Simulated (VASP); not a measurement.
# Zn (P6/mmm) in VASP: further runs

Runs on Zn. Level: PBE. Tasks: density of states.

Everything below comes from runs of VASP 6.6.1. Logs are shortened: lines on timing, memory, paths and dates and some standing lists are left out, and cuts for length are marked.

## (1) The cell of the first run

The structure is hexagonal, space group P6/mmm (No. 191). The conventional cell has a = 3.933 Å, b = 3.933 Å, c = 2.380 Å, α = 90.00°, β = 90.00°, γ = 120.00°. Zn (site symmetry 6/mmm) has 14 Zn at 2.38 to 2.56 Å within 3.1 Å. Within 3.0 Å of Zn (site symmetry -6m2) lie 11 Zn at 2.27 to 2.56 Å.

## (2) Density of states, PBE (volume scaled by 0.68)

POSCAR

```
Zn
1.0
    3.9329168096      0.0000000000      0.0000000000
   -1.9664584048      3.4060058681      0.0000000000
    0.0000000000      0.0000000000      2.3796900666
Zn
3
Direct
    0.0000000000      0.0000000000      0.0000000000
    0.3333333333      0.6666666667      0.5000000000
    0.6666666667      0.3333333333      0.5000000000
```

INCAR.step1

```
SYSTEM = Zn
ALGO = Normal
EDIFF = 1E-6
ENCUT = 520
GGA = PE
ISIF = 2
ISMEAR = -1
LASPH = .True.
LCHARG = .True.
LREAL = .False.
LWAVE = .False.
NBANDS = 25
NELM = 100
PREC = Accurate
SIGMA = 0.1
```

KPOINTS.step1

```
k-points
0
Gamma
  9 9 12
  0 0 0
```

INCAR.step2

```
SYSTEM = Zn
ALGO = Normal
EDIFF = 1E-6
ENCUT = 520
GGA = PE
ICHARG = 11
ISIF = 2
ISMEAR = -5
LASPH = .True.
LCHARG = .False.
LORBIT = 10
LREAL = .False.
LWAVE = .False.
NBANDS = 25
NEDOS = 1001
NELM = 100
PREC = Accurate
SIGMA = 0.1
```

KPOINTS.step2

```
k-points
0
Gamma
  14 14 18
  0 0 0
```

Potentials or basis: VASP PAW PBE potentials, release 64 (Zn).

Started as:

```bash
> cat potpaw_PBE.64/Zn/POTCAR > POTCAR
> cp INCAR.step1 INCAR
> cp KPOINTS.step1 KPOINTS
> mpirun -np 1 vasp_std > vasp.out
> cp INCAR.step2 INCAR
> cp KPOINTS.step2 KPOINTS
> mpirun -np 1 vasp_std > vasp.out
```

OUTCAR:

```text
SYSTEM = Zn
   EDIFF = 1E-6
   ENCUT = 520
   GGA = PE
   ICHARG = 11
   ISIF = 2
   ISMEAR = -5
   LASPH = .True.
   LORBIT = 10
   LREAL = .False.
   NELM = 100
   PREC = Accurate

 ion  position               nearest neighbor table
   1  0.000  0.000  0.000-   2 2.56   3 2.56   2 2.56   3 2.56   3 2.56   3 2.56   2 2.56   2 2.56
                             3 2.56   3 2.56   2 2.56   2 2.56
   2  0.333  0.667  0.500-   3 2.27   3 2.27   3 2.27   1 2.56   1 2.56   1 2.56   1 2.56   1 2.56
                             1 2.56
   3  0.667  0.333  0.500-   2 2.27   2 2.27   2 2.27   1 2.56   1 2.56   1 2.56   1 2.56   1 2.56
                             1 2.56

  LATTYP: Found a hexagonal cell.
 ALAT       =     3.9329168096
 C/A-ratio  =     0.6050700235

  Lattice vectors:

 A1 = (   3.9329168096,   0.0000000000,   0.0000000000)
 A2 = (  -1.9664584048,   3.4060058681,   0.0000000000)
 A3 = (   0.0000000000,   0.0000000000,   2.3796900666)

Analysis of symmetry for initial positions (statically):
=====================================================================
 Subroutine PRICEL returns:
 Original cell was already a primitive cell.

 Routine SETGRP: Setting up the symmetry group for a
 hexagonal supercell.

 Subroutine GETGRP returns: Found 24 space group operations
 (whereof 24 operations were pure point group operations)
 out of a pool of 24 trial point group operations.

The static configuration has the point symmetry D_6h.

Analysis of symmetry for dynamics (positions and initial velocities):
=====================================================================
 Subroutine PRICEL returns:
 Original cell was already a primitive cell.

 Routine SETGRP: Setting up the symmetry group for a
 hexagonal supercell.

 Subroutine GETGRP returns: Found 24 space group operations
 (whereof 24 operations were pure point group operations)
 out of a pool of 24 trial point group operations.

The dynamic configuration has the point symmetry D_6h.

 Subroutine INISYM returns: Found 24 space group operations
 (whereof 24 operations are pure point group operations),
 and found     1 'primitive' translations

----------------------------------------------------------------------------------------

                                     Primitive cell

  volume of cell :      31.8772

  direct lattice vectors                    reciprocal lattice vectors
     3.932916810  0.000000000  0.000000000     0.254264214  0.146799512  0.000000000
    -1.966458405  3.406005868  0.000000000     0.000000000  0.293599024  0.000000000
     0.000000000  0.000000000  2.379690067     0.000000000  0.000000000  0.420222790

  length of vectors
     3.932916810  3.932916810  2.379690067     0.293599024  0.293599024  0.420222790

  position of ions in fractional coordinates (direct lattice)
     0.000000000  0.000000000  0.000000000
     0.333333333  0.666666667  0.500000000
     0.666666667  0.333333333  0.500000000

  ion indices of the primitive-cell ions
   primitive index   ion index
                 1           1
                 2           2
                 3           3

----------------------------------------------------------------------------------------

 KPOINTS: k-points

Automatic generation of k-mesh.
 Grid dimensions read from file:
 generate k-points for:   14   14   18

 Generating k-lattice:

  Cartesian coordinates                     Fractional coordinates (reciprocal lattice)
     0.018161730  0.010485679  0.000000000     0.071428571  0.000000000  0.000000000
     0.000000000  0.020971359  0.000000000     0.000000000  0.071428571  0.000000000
     0.000000000  0.000000000  0.023345711     0.000000000  0.000000000  0.055555556

  Length of vectors
     0.020971359  0.020971359  0.023345711

  Shift w.r.t. Gamma in fractional coordinates (k-lattice)
     0.000000000  0.000000000  0.000000000

 TETIRR: Found   3654 inequivalent tetrahedra from    21168

 Subroutine IBZKPT returns following result:
 ===========================================

 Found    240 irreducible k-points:

 Following reciprocal coordinates:
            Coordinates               Weight
  0.000000  0.000000  0.000000      1.000000
  0.071429  0.000000  0.000000      6.000000
  0.142857  0.000000  0.000000      6.000000
  0.214286  0.000000  0.000000      6.000000
  0.285714  0.000000  0.000000      6.000000
  0.357143  0.000000  0.000000      6.000000
[... 16 lines left out ...]
  0.285714  0.285714  0.000000      6.000000
  0.357143  0.285714  0.000000      6.000000
 [... further k-points ...]
   k-points           NKPTS =    240   k-points in BZ     NKDIM =    240   number of bands    NBANDS=     25
   number of dos      NEDOS =   1001   number of ions     NIONS =      3
   total plane-waves  NPLWV =  16200
   dimension x,y,z NGX =    30 NGY =   30 NGZ =   18
   dimension x,y,z NGXF=    60 NGYF=   60 NGZF=   36
   ions per type =               3
   NGX,Y,Z   is equivalent  to a cutoff of  12.68, 12.68, 12.57 a.u.
   NGXF,Y,Z  is equivalent  to a cutoff of  25.36, 25.36, 25.15 a.u.
 SYSTEM =  Zn
   PREC   = accura    normal or accurate (medium, high low for compatibility)
   ISTART =      0    job   : 0-new  1-cont  2-samecut
   ICHARG =     11    charge: 1-file 2-atom 10-const
   ISPIN  =      1    spin polarized calculation?
   LNONCOLLINEAR =      F non collinear calculations
   LSORBIT =      F    spin-orbit coupling
   LASPH  =      T    aspherical Exc in radial PAW
   ENCUT  =  520.0 eV  38.22 Ry    6.18 a.u.   7.31  7.31  4.42*2*pi/ulx,y,z
   NELM   =    100;   NELMIN=  2; NELMDL=  0     # of ELM steps
   EDIFF  = 0.1E-05   stopping-criterion for ELM
   LREAL  =      F    real-space projection
   EDIFFG = 0.1E-04   stopping-criterion for IOM
   NSW    =      0    number of steps for IOM
   IBRION =     -1    ionic relax: 0-MD 1-quasi-New 2-CG
   NFREE  =      0    steps in history (QN), initial steepest desc. (CG)
   ISIF   =      2    stress and relaxation
   ISYM   =      2    0-nonsym 1-usesym 2-fastsym
   POTIM  = 0.5000    time-step for ionic-motion
   TEBEG  =    0.0;   TEEND  =   0.0 temperature during run
   PSTRESS=    0.0 pullay stress
   NELECT =      36.0000    total number of electrons
   NUPDOWN=      -1.0000    fix difference up-down
   EMIN   =  10.00;   EMAX   =-10.00  energy-range for DOS
   EFERMI =   0.00;   METHOD = LEGACY
   ISMEAR =    -5;   SIGMA  =   0.10  broadening in eV -4-tet -1-fermi 0-gaus
   EFERMI_NEDOS =   21; number of points for ismear=-14 and -15
   IALGO  =     38    algorithm
   IMIX   =      4    mixing-type and parameters
     AMIX     =   0.40;   BMIX     =  1.00
     AMIX_MAG =   1.60;   BMIX_MAG =  1.00
  volume/ion in A,a.u.               =      10.63        71.71
  Fermi-wavevector in a.u.,A,eV,Ry     =   1.704834  3.221669 39.544784  2.906460
  Thomas-Fermi vector in A             =   2.784165
   LORBIT       =     10    0 simple, 1 ext, 2 COOP (PROOUT), +10 PAW based schemes
   GGA     = PE    functional components
   LHFCALC =     F    Hartree Fock is set to
   AEXX    =    0.0000 exact exchange contribution
   IVDW    =     0    specifies the selected vdW correction
   LEPSILON=     F    determine dielectric tensor
   LRPA    =     F    only Hartree local field effects (RPA)
 non-spin polarized calculation
 Fermi weights with tetrahedron method with Bloechl corrections
  energy-cutoff  :      520.00
  volume of cell :       31.88
 maximum number of plane-waves:       903
 NGX is ok and might be reduce to    30

 number of electron      35.9999993 magnetization

 Free energy of the ion-electron system (eV)
  ---------------------------------------------------
  ext. energy  EPLUGINS =         0.00000000
  ---------------------------------------------------
  free energy    TOTEN  =        -0.90369014 eV

  energy without entropy =       -0.90369014  energy(sigma->0) =       -0.90369014

 E-fermi :   6.7998     XC(G=0): -13.5730

 val. band max:        7.2380320837   @ k =   0.0000   0.0000   0.1111
 cond. band min:       6.6181639149   @ k =   0.2857   0.2857   0.5000
 fundamental gap:     -0.6198681688
 Fermi energy:         6.7997640280

 k-point     1 :       0.0000    0.0000    0.0000
  band No.  band energies     occupation
      1      -7.5014      2.00000
      2      -4.0479      2.00000
      3      -3.1111      2.00000
      4      -3.0811      2.00000
      5      -3.0810      2.00000
      6      -2.9922      2.00000
[... 17 lines left out ...]
     24      24.0704      0.00000
     25      30.3032      0.00000

 k-point     2 :       0.0714    0.0000    0.0000
  band No.  band energies     occupation
      1      -7.4317      2.00000
      2      -4.0372      2.00000
      3      -3.2496      2.00000
      4      -3.1849      2.00000
      5      -3.1238      2.00000
      6      -2.9819      2.00000
[... 17 lines left out ...]
     24      24.0990      0.00000
     25      29.2941      0.00000

 k-point     3 :       0.1429    0.0000    0.0000
  band No.  band energies     occupation
      1      -7.2243      2.00000
      2      -4.0100      2.00000
      3      -3.4662      2.00000
      4      -3.2795      2.00000
      5      -3.1910      2.00000
      6      -2.9998      2.00000
[... 17 lines left out ...]
     24      24.1809      0.00000
     25      27.1407      0.00000

 k-point     4 :       0.2143    0.0000    0.0000
  band No.  band energies     occupation
      1      -6.8846      2.00000
      2      -3.9911      2.00000
      3      -3.6560      2.00000
      4      -3.3347      2.00000
      5      -3.2848      2.00000
      6      -3.0384      2.00000
[... 17 lines left out ...]
     24      24.2765      0.00000
     25      24.9721      0.00000

 k-point     5 :       0.2857    0.0000    0.0000
  band No.  band energies     occupation
      1      -6.4235      2.00000
      2      -4.0498      2.00000
      3      -3.7394      2.00000
      4      -3.4013      2.00000
      5      -3.3559      2.00000
      6      -3.0994      2.00000
[... 17 lines left out ...]
     24      22.8475      0.00000
     25      23.4384      0.00000

 k-point     6 :       0.3571    0.0000    0.0000
  band No.  band energies     occupation
      1      -5.8618      2.00000
      2      -4.1712      2.00000
      3      -3.7874      2.00000
      4      -3.5057      2.00000
      5      -3.3527      2.00000
      6      -3.1835      2.00000
[... 17 lines left out ...]
     24      20.8185      0.00000
     25      21.4239      0.00000
[... 393 lines left out ...]
 k-point    21 :       0.2857    0.2143    0.0000
  band No.  band energies     occupation
      1      -5.2388      2.00000
      2      -4.2924      2.00000
      3      -4.0432      2.00000
      4      -3.4993      2.00000
      5      -3.3162      2.00000
      6      -3.1188      2.00000
[... 17 lines left out ...]
     24      21.7748      0.00000
     25      23.9369      0.00000

 k-point    22 :       0.3571    0.2143    0.0000
  band No.  band energies     occupation
      1      -4.7888      2.00000
      2      -4.3951      2.00000
      3      -4.1810      2.00000
      4      -3.4164      2.00000
      5      -3.3531      2.00000
      6      -3.1662      2.00000
[... 17 lines left out ...]
     24      22.2261      0.00000
     25      22.7532      0.00000

 k-point    23 :       0.2857    0.2857    0.0000
  band No.  band energies     occupation
      1      -4.8352      2.00000
      2      -4.3643      2.00000
      3      -4.1551      2.00000
      4      -3.4264      2.00000
      5      -3.3400      2.00000
      6      -3.1502      2.00000
[... 17 lines left out ...]
     24      22.6698      0.00000
     25      23.6563      0.00000

 k-point    24 :       0.3571    0.2857    0.0000
  band No.  band energies     occupation
      1      -4.6640      2.00000
      2      -4.3536      2.00000
      3      -4.2411      2.00000
      4      -3.3802      2.00000
      5      -3.3634      2.00000
      6      -3.1670      2.00000
[... 17 lines left out ...]
     24      22.4992      0.00000
     25      23.6935      0.00000

 [... further k-points ...]
[... 5 lines left out ...]
  --------------------------------------------------------------------------------------
  -------------------------------------------------------------------------------------
  Total       12.9060834     12.9060834     13.2910905      0.0000000     -0.0000000      0.0000000
  in kB      648.6710263    648.6710263    668.0218199      0.0000000     -0.0000000      0.0000000
  external PRESSURE =     655.1212908 kB  Pullay stress =       0.0000000 kB

 VOLUME and BASIS-vectors are now :
 -----------------------------------------------------------------------------
  energy-cutoff  :      520.00
  volume of cell :       31.88
      direct lattice vectors                 reciprocal lattice vectors
     3.932916810  0.000000000  0.000000000     0.254264214  0.146799512  0.000000000
    -1.966458405  3.406005868  0.000000000     0.000000000  0.293599024  0.000000000
     0.000000000  0.000000000  2.379690067     0.000000000  0.000000000  0.420222790

 POSITION                                       TOTAL-FORCE (eV/Angst)
 -----------------------------------------------------------------------------------
      0.00000      0.00000      0.00000         0.000000      0.000000      0.000000
     -0.00000      2.27067      1.18985        -0.000000      0.000000      0.000000
      1.96646      1.13534      1.18985         0.000000     -0.000000      0.000000
 -----------------------------------------------------------------------------------
    total drift:                               -0.000000      0.000000     -0.000000

  FREE ENERGIE OF THE ION-ELECTRON SYSTEM (eV)
  ---------------------------------------------------
  free  energy   TOTEN  =        -0.9036901445 eV

  energy  without entropy=       -0.9036901445  energy(sigma->0) =       -0.90369014

 total charge

# of ion       s       p       d       tot
------------------------------------------
    1        0.607   0.738   9.784  11.129
    2        0.691   0.777   9.783  11.251
    3        0.691   0.777   9.783  11.251
--------------------------------------------------
tot          1.988   2.292  29.350  33.631
```

It took 99 s on 1 thread of Intel Xeon Platinum 8488C (Sapphire Rapids), shared host; peak memory 0.25 GiB.

Results:

```yaml
Valence_electrons_inside_the_program's_atomic_spheres: Zn 11.13, 11.25
```

Levels at points of the mesh, in eV from the Fermi level:
```
           k point  band 14  band 15  band 16  band 17  band 18  band 19  band 20  band 21  band 22  band 23
(0.00, 0.00, 0.00)    -8.96    -8.25    -8.25     0.09     0.09     0.10     0.10     1.98     2.12    11.73
(0.50, 0.00, 0.00)    -8.43    -8.39    -8.19    -8.07    -4.95    -0.65    10.24    10.27    10.73    10.73
(0.00, 0.00, 0.50)    -8.36    -7.97    -5.94    -5.30     4.63     4.77     4.77     6.17     6.17     6.38
(0.50, 0.00, 0.50)    -8.25    -8.09    -4.24    -3.83    -1.29    -1.27     2.61     3.73     4.85     5.08
```

Caveat: the cell differs from its parent crystal (volume scaled by 0.68); tetrahedron occupations give inexact forces and stress in metals.

## (3) Density of states, PBE

This run uses another cell than the first one, of 15.63 Å³/atom, 1.471 times its volume.

POSCAR

```
Zn
1.0
    4.4015085616      0.0000000000      0.0000000000
   -2.2007542808      3.8118182293      0.0000000000
    0.0000000000      0.0000000000      2.7940739961
Zn
3
Direct
    0.0000000000      0.0000000000      0.0000000000
    0.3333333333      0.6666666667      0.5000000000
    0.6666666667      0.3333333333      0.5000000000
```

INCAR.step1

```
SYSTEM = Zn
PREC = Accurate
ENCUT = 520
EDIFF = 1E-7
ISMEAR = -1
SIGMA = 0.1
LREAL = .FALSE.
LASPH = .TRUE.
NELM = 100
ALGO = Normal
ISIF = 2
LWAVE = .FALSE.
LCHARG = .TRUE.
GGA = PE
NBANDS = 25
```

KPOINTS.step1

```
regular mesh
0
G
  9 9 12
  0 0 0
```

INCAR.step2

```
SYSTEM = Zn
PREC = Accurate
ENCUT = 520
EDIFF = 1E-7
ISMEAR = -5
SIGMA = 0.1
LREAL = .FALSE.
LASPH = .TRUE.
NELM = 100
ALGO = Normal
ISIF = 2
LWAVE = .FALSE.
LCHARG = .FALSE.
GGA = PE
LORBIT = 10
NBANDS = 25
NEDOS = 1001
ICHARG = 11
```

KPOINTS.step2

```
regular mesh
0
G
  14 14 18
  0 0 0
```

Potentials or basis: VASP PAW PBE potentials, release 64 (Zn).

Started as:

```bash
> cat potpaw_PBE.64/Zn/POTCAR > POTCAR
> cp INCAR.step1 INCAR
> cp KPOINTS.step1 KPOINTS
> mpirun -np 1 vasp_std > vasp.out
> cp INCAR.step2 INCAR
> cp KPOINTS.step2 KPOINTS
> mpirun -np 1 vasp_std > vasp.out
```

Wall time 2.4 min (1 thread of Intel Xeon Platinum 8488C (Sapphire Rapids), shared host); peak memory 0.32 GiB.

The run converged. Its results:

```yaml
Valence_electrons_inside_the_program's_atomic_spheres: Zn 10.68, 10.77
```

Levels at points of the mesh, in eV from the Fermi level:
```
           k point  band 16  band 17  band 18  band 19  band 20  band 21
(0.00, 0.00, 0.00)    -7.07     0.92     0.92     1.00     1.00     1.21
(0.50, 0.00, 0.00)    -6.82    -6.61    -2.52    -0.79     8.72     8.85
(0.00, 0.00, 0.50)    -4.68    -4.51     4.09     4.09     4.52     4.94
(0.50, 0.00, 0.50)    -2.92    -2.10    -1.87    -1.22     2.35     3.07
```

Caveat: tetrahedron occupations give inexact forces and stress in metals.

(Continued in part 2 of 2.)
